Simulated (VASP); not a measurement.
ZnS: single point with PBE

Crystal: ZnS.

```
CELL_PARAMETERS angstrom
0.00000 2.69368 2.69368
2.69368 0.00000 2.69368
2.69368 2.69368 0.00000
ATOMIC_POSITIONS crystal
Zn 0.00000 0.00000 0.00000
S 0.75000 0.75000 0.75000
```

```json
{
  "Program": "VASP 6.6.1",
  "Task": "single point",
  "Functional": "PBE",
  "Potentials or basis": "VASP PAW PBE potentials, release 64 (Zn, S)",
  "Cutoff": "520 eV",
  "k mesh": "6 × 6 × 6",
  "Occupations": "gaussian, width 0.1 eV",
  "Spin": "no spin polarisation"
}
```

```
Pressure               : 2.5 GPa
Band gap on the k mesh : 2.15 eV, direct
```

Levels at points of the mesh, in eV from the valence-band top:
```tsv
k point	band 7	band 8	band 9	band 10	band 11	band 12
(0.00, 0.00, 0.00)	0.00	0.00	0.00	2.15	6.39	6.39
(0.50, 0.00, 0.00)	-5.35	-0.88	-0.88	3.33	6.92	6.92
(0.50, 0.50, 0.00)	-4.60	-2.25	-2.25	3.38	4.07	11.04
```

Wall time 13 s on 1 thread of Intel(R) Xeon(R) Platinum 8259CL CPU @ 2.50GHz (Skylake/Cascade Lake) (shared host), peak memory 0.15 GiB.
